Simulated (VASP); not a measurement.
Au, 2 atoms in the cell. Symmetry: P6_3/mmc, No. 194, hexagonal system. The conventional cell has a = 3.061 Å, b = 3.061 Å, c = 4.379 Å, α = 90.00°, β = 90.00°, γ = 120.00°. Within 3.7 Å of Au (site symmetry -6m2) lie 12 Au at 2.81 to 3.06 Å. This isn't the form of Au at room conditions, which is fcc. This cell differs from its parent crystal: ratio of the length along z to the lengths across it x 0.85, volume and fractional coordinates fixed.

```yaml
Program: VASP 6.6.1
Task: single point
Functional: PBEsol
Potentials_or_basis: VASP PAW PBE potentials, release 64 (Au)
Cutoff: 520 eV
k_mesh: 24 × 24 × 12
Occupations: gaussian, width 0.15 eV
Spin: no spin polarisation
Dipole_correction: no
Further_INCAR_settings: ALGO = Fast; EDIFF = 1e-06; NBANDS = 18
```

Potentials or basis: VASP PAW PBE potentials, release 64 (Au).

Command:

```sh
$ cat potpaw_PBE.64/Au/POTCAR > POTCAR
$ mpirun -np 1 vasp_std > vasp.out
```

Hardware: 1 thread of AMD EPYC 9R45 96-Core Processor (Zen 5) (shared host).

Problem. How long does it take, and how much memory?

Solution. Wall time 120 s on 1 thread of AMD EPYC 9R45 96-Core Processor (Zen 5), on a shared host, peak memory 0.3 GiB. Counts: scf iterations 12, k points 427.
